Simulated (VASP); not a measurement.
Here is a VASP 6.6.1 calculation.

INCAR

```
SYSTEM = LiCl
ALGO     = Normal         ! electronic algorithm
EDIFF    = 1E-6           ! SCF threshold, eV
ENCUT    = 750            ! plane-wave cutoff, eV
GGA      = RE             ! functional
GGA_COMPAT= .FALSE.      
ISIF     = 2              ! what is computed and relaxed
ISMEAR   = -1             ! smearing method
IVDW     = 12             ! dispersion correction
LASPH    = .TRUE.         ! aspherical terms in the spheres
LCHARG   = .FALSE.        ! write CHGCAR
LREAL    = .FALSE.        ! projectors in reciprocal space
LWAVE    = .FALSE.        ! write WAVECAR
NBANDS   = 12             ! bands
NELM     = 120            ! most SCF steps
PREC     = Accurate       ! precision mode
SIGMA    = 0.05           ! smearing width, eV
```

Contents of KPOINTS:

```
k-points
0
G
  9 9 9
  0 0 0
```

Contents of POSCAR:

```
LiCl
1.0
    0.0000000000      2.5029213810      2.5029213810
    2.5029213810      0.0000000000      2.5029213810
    2.5029213810      2.5029213810      0.0000000000
Cl Li
1 1
Direct
    0.5000000000      0.5000000000      0.5000000000
    0.0000000000      0.0000000000      0.0000000000
```

Potentials or basis: VASP PAW PBE potentials, release 64 (Cl, Li_sv).

Run with:

```sh
$ cat potpaw_PBE.64/Cl/POTCAR potpaw_PBE.64/Li_sv/POTCAR > POTCAR
$ mpirun -np 1 vasp_std > vasp.out
```

(1) What does it give for the pressure?

(2) Estimate the band gap on the k mesh.

(3) Estimate the dispersion energy per atom.

Answers

(1) -0.1 GPa.

(2) 6.97 eV.

(3) -0.483 eV.

Caveat: the PAW data sets were made with another functional, which shifts forces and pressure a little; an odd mesh through Γ misses points on the zone boundary, where band edges can lie.
